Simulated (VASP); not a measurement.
# LaB6 (Pm-3m) in VASP: a series of runs, part 3 of 3

VASP 6.6.1. Earlier steps stand in the parts before.

### Step 5. Single point, BLYP+D3(BJ) (10.16 Å³/atom)

This run uses another cell than the first one, of 10.16 Å³/atom.

The input, INCAR:

```
SYSTEM = LaB6
PREC     = Accurate       ! precision mode
ENCUT    = 520            ! plane-wave cutoff, eV
EDIFF    = 1E-6           ! SCF threshold, eV
ISMEAR   = 0              ! smearing method
SIGMA    = 0.05           ! smearing width, eV
LREAL    = .FALSE.        ! projectors in reciprocal space
LASPH    = .TRUE.         ! aspherical terms in the spheres
NELM     = 80             ! most SCF steps
ALGO     = Normal         ! electronic algorithm
ISIF     = 2              ! what is computed and relaxed
LWAVE    = .FALSE.        ! write WAVECAR
LCHARG   = .TRUE.         ! write CHGCAR
GGA      = B5             ! functional
ALDAX    = 1.0          
AGGAX    = 1.0          
AGGAC    = 1.0          
ALDAC    = 0.0          
IVDW     = 12             ! dispersion correction
VDW_S6   = 1.0          
VDW_S8   = 2.6996       
VDW_A1   = 0.4298       
VDW_A2   = 4.2359       
LELF     = .TRUE.         ! ELF
LVHAR    = .TRUE.       
NBANDS   = 24             ! bands
```

The input, KPOINTS:

```
Automatic mesh
0
G
  6 6 6
  0 0 0
```

The input, POSCAR:

```
LaB6
1.0
    4.1435731146      0.0000000000      0.0000000000
    0.0000000000      4.1435731146      0.0000000000
    0.0000000000      0.0000000000      4.1435731146
La B
1 6
Direct
    0.0000000000      0.0000000000      0.0000000000
    0.1995793780      0.5000000000      0.5000000000
    0.8004206220      0.5000000000      0.5000000000
    0.5000000000      0.5000000000      0.1995793780
    0.5000000000      0.5000000000      0.8004206220
    0.5000000000      0.1995793780      0.5000000000
    0.5000000000      0.8004206220      0.5000000000
```

Potentials or basis: VASP PAW PBE potentials, release 64 (La, B).

Started as:

```console
$ cat potpaw_PBE.64/La/POTCAR potpaw_PBE.64/B/POTCAR > POTCAR
$ mpirun -np 1 vasp_std > vasp.out
```

OUTCAR:

```text
SYSTEM = LaB6
   PREC = Accurate
   ENCUT = 520
   EDIFF = 1E-6
   ISMEAR = 0
   LREAL = .FALSE.
   LASPH = .TRUE.
   NELM = 80
   ISIF = 2
   GGA = B5
   IVDW = 12
 IVDW          = 12

 ion  position               nearest neighbor table
   1  0.000  0.000  0.000-
   2  0.200  0.500  0.500-   3 1.65   4 1.76   5 1.76   6 1.76   7 1.76
   3  0.800  0.500  0.500-   2 1.65   4 1.76   5 1.76   6 1.76   7 1.76
   4  0.500  0.500  0.200-   5 1.65   3 1.76   2 1.76   6 1.76   7 1.76
   5  0.500  0.500  0.800-   4 1.65   3 1.76   2 1.76   6 1.76   7 1.76
   6  0.500  0.200  0.500-   7 1.65   3 1.76   4 1.76   5 1.76   2 1.76
   7  0.500  0.800  0.500-   6 1.65   3 1.76   4 1.76   5 1.76   2 1.76

  LATTYP: Found a simple cubic cell.
 ALAT       =     4.1435731146

  Lattice vectors:

 A1 = (   4.1435731146,   0.0000000000,   0.0000000000)
 A2 = (   0.0000000000,   4.1435731146,   0.0000000000)
 A3 = (   0.0000000000,   0.0000000000,   4.1435731146)

Analysis of symmetry for initial positions (statically):
=====================================================================
 Subroutine PRICEL returns:
 Original cell was already a primitive cell.

 Routine SETGRP: Setting up the symmetry group for a
 simple cubic supercell.

 Subroutine GETGRP returns: Found 48 space group operations
 (whereof 48 operations were pure point group operations)
 out of a pool of 48 trial point group operations.

The static configuration has the point symmetry O_h .

Analysis of symmetry for dynamics (positions and initial velocities):
=====================================================================
 Subroutine PRICEL returns:
 Original cell was already a primitive cell.

 Routine SETGRP: Setting up the symmetry group for a
 simple cubic supercell.

 Subroutine GETGRP returns: Found 48 space group operations
 (whereof 48 operations were pure point group operations)
 out of a pool of 48 trial point group operations.

The dynamic configuration has the point symmetry O_h .

 Subroutine INISYM returns: Found 48 space group operations
[... 127 lines left out ...]
   GGA     = B5    functional components
   LHFCALC =     F    Hartree Fock is set to
   AEXX    =    0.0000 exact exchange contribution
   IVDW    =    12    specifies the selected vdW correction
   LEPSILON=     F    determine dielectric tensor
   LRPA    =     F    only Hartree local field effects (RPA)
 non-spin polarized calculation
 Gauss-broadening in eV      SIGMA  =   0.05
  energy-cutoff  :      520.00
  volume of cell :       71.14
 maximum number of plane-waves:      1936
 NGX is ok and might be reduce to    32
   NGX = 15   NGY = 15   NGZ = 15

 number of electron      29.0000002 magnetization

 Free energy of the ion-electron system (eV)
  ---------------------------------------------------
  ext. energy  EPLUGINS =         0.00000000
  ---------------------------------------------------
  free energy    TOTEN  =       -44.18700550 eV

  energy without entropy =      -44.18487810  energy(sigma->0) =      -44.18594180

 E-fermi :   9.2192     XC(G=0): -10.6366

 val. band max:        9.2052147505   @ k =   0.5000   0.3333   0.0000
 cond. band min:       9.2652225010   @ k =   0.1667   0.1667   0.0000
 fundamental gap:      0.0600077505
 Fermi energy:         9.2191522398

 k-point     1 :       0.0000    0.0000    0.0000
  band No.  band energies     occupation
      1     -24.0122      2.00000
      2      -7.7169      2.00000
      3      -7.7169      2.00000
      4      -7.7169      2.00000
      5      -6.3003      2.00000
      6       1.2870      2.00000
[... 529 lines left out ...]
     23      13.4963      0.00000
     24      13.6198      0.00000

------------------------ aborting loop because EDIFF is reached ----------------------------------------

 Edisp (eV)   -4.09557

 E8    (eV) :    -2.9594

  FORCE on cell =-STRESS in cart. coord.  units (eV):
  Direction    XX          YY          ZZ          XY          YZ          ZX
  --------------------------------------------------------------------------------------
  -------------------------------------------------------------------------------------
  Total      -1.56277    -1.56277    -1.56277     0.00000     0.00000    -0.00000
  in kB     -35.19497   -35.19497   -35.19497     0.00000     0.00000    -0.00000
  external pressure =      -35.19 kB  Pullay stress =        0.00 kB

 VOLUME and BASIS-vectors are now :
 -----------------------------------------------------------------------------
  energy-cutoff  :      520.00
  volume of cell :       71.14
      direct lattice vectors                 reciprocal lattice vectors
     4.143573115  0.000000000  0.000000000     0.241337602  0.000000000  0.000000000
     0.000000000  4.143573115  0.000000000     0.000000000  0.241337602  0.000000000
     0.000000000  0.000000000  4.143573115     0.000000000  0.000000000  0.241337602

 POSITION                                       TOTAL-FORCE (eV/Angst)
 -----------------------------------------------------------------------------------
      0.00000      0.00000      0.00000         0.000000      0.000000     -0.000000
      0.82697      2.07179      2.07179        -0.004380      0.000000     -0.000000
      3.31660      2.07179      2.07179         0.004380     -0.000000     -0.000000
      2.07179      2.07179      0.82697         0.000000     -0.000000     -0.004380
      2.07179      2.07179      3.31660         0.000000      0.000000      0.004380
      2.07179      0.82697      2.07179         0.000000     -0.004380     -0.000000
      2.07179      3.31660      2.07179         0.000000      0.004380     -0.000000
 -----------------------------------------------------------------------------------
    total drift:                                0.000000     -0.000000     -0.000000

  FREE ENERGIE OF THE ION-ELECTRON SYSTEM (eV)
  ---------------------------------------------------
  free  energy   TOTEN  =       -48.2825741285 eV

  energy  without entropy=      -48.2804467207  energy(sigma->0) =      -48.28151042
```

OSZICAR:

```text
N       E                     dE             d eps       ncg     rms          rms(c)
DAV:   1     0.210596431890E+03    0.21060E+03   -0.11115E+04  1016   0.158E+03
DAV:   2    -0.180375805976E+02   -0.22863E+03   -0.18932E+03  1072   0.275E+02
DAV:   3    -0.481374501434E+02   -0.30100E+02   -0.29199E+02  1440   0.112E+02
DAV:   4    -0.494113436602E+02   -0.12739E+01   -0.12707E+01  1720   0.220E+01
DAV:   5    -0.494352092054E+02   -0.23866E-01   -0.23852E-01  1400   0.243E+00    0.951E+00
DAV:   6    -0.446027683254E+02    0.48324E+01   -0.10773E+01  1584   0.167E+01    0.473E+00
DAV:   7    -0.442232678207E+02    0.37950E+00   -0.42458E+00  1472   0.943E+00    0.205E+00
DAV:   8    -0.444154189534E+02   -0.19215E+00   -0.19577E+00  1632   0.143E+01    0.171E+00
DAV:   9    -0.442346106855E+02    0.18081E+00   -0.26920E-01  1616   0.432E+00    0.941E-01
DAV:  10    -0.441956407326E+02    0.38970E-01   -0.47537E-01  1824   0.549E+00    0.459E-01
DAV:  11    -0.441872011545E+02    0.84396E-02   -0.58022E-02  1472   0.235E+00    0.168E-01
DAV:  12    -0.441881058508E+02   -0.90470E-03   -0.42290E-03  1688   0.553E-01    0.149E-01
DAV:  13    -0.441872347031E+02    0.87115E-03   -0.20544E-03  1560   0.417E-01    0.694E-02
DAV:  14    -0.441870066441E+02    0.22806E-03   -0.99509E-04  1704   0.241E-01    0.150E-02
DAV:  15    -0.441870074043E+02   -0.76019E-06   -0.13537E-04  1728   0.777E-02    0.793E-03
DAV:  16    -0.441870098100E+02   -0.24057E-05   -0.22462E-05  1504   0.273E-02    0.986E-03
DAV:  17    -0.441870061034E+02    0.37066E-05   -0.86897E-06  1608   0.276E-02    0.465E-03
DAV:  18    -0.441870055048E+02    0.59862E-06   -0.55281E-06  1520   0.160E-02
   1 F= -.48282574E+02 E0= -.48281510E+02  d E =-.212741E-02
```

stdout:

```text
POSCAR found type information on POSCAR LaB
 POSCAR found :  2 types and       7 ions
 scaLAPACK will be used
 -----------------------------------------------------------------------------
|                                                                             |
|                                                                             |
|     You enforced a specific xc type in the INCAR file but a different       |
|     I HOPE YOU KNOW WHAT YOU ARE DOING!                                     |
|                                                                             |
 -----------------------------------------------------------------------------

 LDA part: xc-table for (Slater(with rela. corr.)+VWN5), standard interpolation
 POSCAR, INCAR and KPOINTS ok, starting setup
 FFT: planning ... GRIDC
 FFT: planning ... GRID_SOFT
 FFT: planning ... GRID
 WAVECAR not read
 entering main loop
```

It took 46 s on 1 thread of Intel Xeon 6975P-C (Granite Rapids), shared host; peak memory 0.19 GiB.

What came out:

| Item | Value |
| --- | --- |
| Free energy | -48.2826 eV |
| Pressure | -3.5 GPa |
| Largest force | 0.004 eV/Å |
| Band gap on the k mesh | zero (an odd number of electrons rules out a gap without spin polarisation) |
| Dispersion energy per atom | -0.585 eV |

Forces on the atoms (eV/Å):
```
La   0.000  0.000  0.000
B   -0.004  0.000  0.000
B    0.004  0.000  0.000
B    0.000  0.000 -0.004
B    0.000  0.000  0.004
B    0.000 -0.004  0.000
B    0.000  0.004  0.000
```

Levels at points of the mesh, in eV from the Fermi level:
```
           k point  band 12  band 13  band 14  band 15  band 16  band 17
(0.00, 0.00, 0.00)    -1.91    -1.91    -1.91     0.10     0.10     0.10
(0.50, 0.00, 0.00)    -3.50    -3.35    -2.42    -1.55     1.23     1.55
(0.50, 0.50, 0.00)    -4.48    -3.05    -3.05     0.89     0.89     1.64
(0.50, 0.50, 0.50)    -2.57    -2.57    -2.57     1.26     1.47     1.47
```

Caveat: the cell stands under tension; the PAW data sets were made with another functional, which shifts forces and pressure a little; spin-orbit coupling is left out, which moves the levels of the heavy elements.

### Step 6. Single point, BLYP+D3(BJ) (10.36 Å³/atom)

This run uses another cell than the first one, of 10.36 Å³/atom.

The input, INCAR:

```
AGGAC    = 1.0          
AGGAX    = 1.0          
ALDAC    = 0.0          
ALDAX    = 1.0          
ALGO     = Normal         # electronic algorithm
EDIFF    = 1E-6           # SCF threshold, eV
ENCUT    = 520            # plane-wave cutoff, eV
GGA      = B5             # functional
ISIF     = 2              # what is computed and relaxed
ISMEAR   = 0              # smearing method
IVDW     = 12             # dispersion correction
LASPH    = T              # aspherical terms in the spheres
LCHARG   = F              # write CHGCAR
LREAL    = F              # projectors in reciprocal space
LWAVE    = F              # write WAVECAR
NBANDS   = 24             # bands
NELM     = 100            # most SCF steps
PREC     = Accurate       # precision mode
SIGMA    = 0.05           # smearing width, eV
VDW_A1   = 0.4298       
VDW_A2   = 4.2359       
VDW_S6   = 1.0          
VDW_S8   = 2.6996
```

The input, KPOINTS:

```
k-points
0
Gamma
  6 6 6
```

The input, POSCAR:

```
LaB6
1.0
    4.1704801874      0.0000000000      0.0000000000
    0.0000000000      4.1704801874      0.0000000000
    0.0000000000      0.0000000000      4.1704801874
La B
1 6
Direct
    0.0000000000      0.0000000000      0.0000000000
    0.1998427408      0.5000000000      0.5000000000
    0.8001572592      0.5000000000      0.5000000000
    0.5000000000      0.5000000000      0.1998427408
    0.5000000000      0.5000000000      0.8001572592
    0.5000000000      0.1998427408      0.5000000000
    0.5000000000      0.8001572592      0.5000000000
```

Potentials or basis: VASP PAW PBE potentials, release 64 (La, B).

Started as:

```console
$ cat potpaw_PBE.64/La/POTCAR potpaw_PBE.64/B/POTCAR > POTCAR
$ mpirun -np 1 vasp_std > vasp.out
```

Wall time 53 s (1 thread of Intel Xeon 6975P-C (Granite Rapids), shared host); peak memory 0.19 GiB.

The run converged. Its results:

| Item | Value |
| --- | --- |
| Free energy | -48.2388 eV |
| Pressure | -6.6 GPa |
| Largest force | 0.004 eV/Å |
| Band gap on the k mesh | zero (an odd number of electrons rules out a gap without spin polarisation) |
| Dispersion energy per atom | -0.574 eV |

Forces in eV/Å, atoms in the order of the input:
```
La   0.000  0.000  0.000
B   -0.004  0.000  0.000
B    0.004  0.000  0.000
B    0.000  0.000 -0.004
B    0.000  0.000  0.004
B    0.000 -0.004  0.000
B    0.000  0.004  0.000
```

Levels at points of the mesh, in eV from the Fermi level:
```
           k point  band 12  band 13  band 14  band 15  band 16  band 17
(0.00, 0.00, 0.00)    -1.90    -1.90    -1.90     0.11     0.11     0.11
(0.50, 0.00, 0.00)    -3.47    -3.32    -2.36    -1.55     1.17     1.51
(0.50, 0.50, 0.00)    -4.41    -3.03    -3.03     0.85     0.85     1.57
(0.50, 0.50, 0.50)    -2.55    -2.55    -2.55     1.20     1.41     1.41
```

Caveat: the cell stands under tension; the PAW data sets were made with another functional, which shifts forces and pressure a little; spin-orbit coupling is left out, which moves the levels of the heavy elements.

### Step 7. The runs side by side

```tsv
level	cell	gap on the mesh (eV)	pressure (GPa)	largest force (eV/Å)
BLYP+D3(BJ)	a = 4.116 Å, 7 atoms	none	-0.1	-
PBE	a = 4.157 Å, 7 atoms	none	-0.4	0.02
BLYP+D3(BJ)	a = 4.157 Å, 7 atoms	none	-5.1	0.01
BLYP+D3(BJ)	a = 4.144 Å, 7 atoms	none	-3.5	-
BLYP+D3(BJ)	a = 4.170 Å, 7 atoms	none	-6.6	-
```

Alike in all rows: task single point; potentials or basis VASP PAW PBE potentials, release 64 (La, B); no spin polarisation; k mesh 6 × 6 × 6; cutoff (eV) 520; smearing gaussian 0.05 eV.

Caveats: spin-orbit coupling is left out, which moves the levels of the heavy elements; the PAW data sets were made with another functional, which shifts forces and pressure a little (at least some runs); the cell stands under tension (at least some runs).

Total energies depend on the potentials used, so only differences within one code and one set of settings carry meaning.
